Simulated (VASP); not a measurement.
Ni:

```xyz
1
Lattice="-1.3837 1.3837 1.3837 1.3837 -1.3837 1.3837 1.3837 1.3837 -1.3837" Properties=species:S:1:pos:R:3 pbc="T T T"
Ni    0.0000    0.0000    0.0000
```

Base run:

* Program: VASP 6.6.1
* Functional: r2SCAN
* Dispersion: D3(BJ)
* Potentials or basis: VASP PAW PBE potentials, release 64 (Ni)
* Cutoff: 520 eV
* k mesh: 15 × 15 × 15
* Occupations: fermi-dirac, width 0.1 eV
* Spin: collinear spin, ferromagnetic start
* Starting moments: [1.82] μB
* Fixed moment: 1.8 μB

Its results: pressure 21.5 GPa; site moments Ni +1.73 μB.

After a change of settings the same cell gave: pressure 2.7 GPa; site moments Ni +1.09 μB. Which change was it?
A. fixed moment from 1.8 μB to 1.1 μB; moments at the start from [1.82] to [1.23]
B. fixed moment from 1.8 μB to 0.7 μB; moments at the start from [1.82] to [0.83]
C. fixed moment from 1.8 μB to 1.4 μB; moments at the start from [1.82] to [1.49]
D. fixed moment from 1.8 μB to 0.4 μB; moments at the start from [1.82] to [0.49]

A.

Caveats: the PAW data sets were made with another functional, which shifts forces and pressure a little; the total moment is fixed, so each spin has its own Fermi level.
